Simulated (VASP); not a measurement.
OH2, 3 atoms in the cell. The cell holds a cluster in a box, 3 atoms: a = 9.000 Å, b = 9.500 Å, c = 10.000 Å, α = 90.00°, β = 90.00°, γ = 90.00°. 

```yaml
Program: VASP 6.6.1
Task: single point
Functional: PBE
Potentials_or_basis: VASP PAW PBE potentials, release 64 (O, H)
Cutoff: 520 eV
k_mesh: 1 × 1 × 1
Occupations: gaussian, width 0.01 eV
Spin: no spin polarisation
Dipole_correction: no
Further_INCAR_settings: ALGO = Normal; EDIFF = 1e-06; NBANDS = 11
```

Potentials or basis: VASP PAW PBE potentials, release 64 (O, H).

Launch:

```console
$ cat potpaw_PBE.64/O/POTCAR potpaw_PBE.64/H/POTCAR > POTCAR
$ mpirun -np 1 vasp_gam > vasp.out
```

Hardware: 1 thread of Intel(R) Xeon(R) Platinum 8259CL CPU @ 2.50GHz (Skylake/Cascade Lake) (shared host).

Question: Estimate the wall time of this run.

Answer: Wall time 49 s on 1 thread of Intel(R) Xeon(R) Platinum 8259CL CPU @ 2.50GHz (Skylake/Cascade Lake) (shared host), peak memory 0.76 GiB. Counts: scf iterations 20, k points 1.
